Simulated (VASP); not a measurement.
Write the native input for VASP 6.6.1 that does the following.

* Task: single point
* Functional: LDA
* Potentials or basis: VASP PAW LDA potentials, release 64 (Ge_d)
* Cutoff: 520 eV
* k mesh: 9 × 9 × 9
* Occupations: gaussian, width 0.15 eV
* Spin: no spin polarisation
* Dipole correction: no
* Further INCAR settings: ALGO = Fast; EDIFF = 1e-07; NBANDS = 66

The structure of Ge lies in POSCAR:

```
Ge
1.0
    4.8313000000      2.7893523555      2.0754666667
   -4.8313000000      2.7893523555      2.0754666667
    0.0000000000     -5.5787047111      2.0754666667
Ge
8
Direct
    0.7160372198      0.7160372198      0.7160372198
    0.2839627802      0.2839627802      0.2839627802
    0.0289443365      0.7253625346      0.5322921793
    0.5322921793      0.0289443365      0.7253625346
    0.7253625346      0.5322921793      0.0289443365
    0.9710556635      0.2746374654      0.4677078207
    0.4677078207      0.9710556635      0.2746374654
    0.2746374654      0.4677078207      0.9710556635
```

These files were run (other wordings do the same):

INCAR

```
SYSTEM = Ge
PREC = Accurate ; ENCUT = 520
EDIFF = 1E-7 ; ISMEAR = 0
SIGMA = 0.15 ; LREAL = .FALSE.
LASPH = .TRUE. ; NELM = 80
ALGO = Fast ; ISIF = 2
LWAVE = .FALSE. ; LCHARG = .FALSE.
GGA = CA ; NBANDS = 66
```

KPOINTS

```
regular mesh
0
G
  9 9 9
  0 0 0
```

Potentials or basis: VASP PAW LDA potentials, release 64 (Ge_d).

The run is started by

```console
$ cat potpaw_LDA.64/Ge_d/POTCAR > POTCAR
$ mpirun -np 1 vasp_std > vasp.out
```

It gave:

| Property | Result |
| --- | --- |
| Pressure | -2.6 GPa |
| Largest force | 0.664 eV/Å |
| Band gap on the k mesh | zero (bands 56 and 57 overlap by 0.65 eV) |

Caveat: semilocal functionals underestimate gaps, so a narrow gap can read as zero.

It took 61 min on 1 thread of Oxide Virtual Turin-like Processor, on a shared host, peak memory 0.85 GiB.
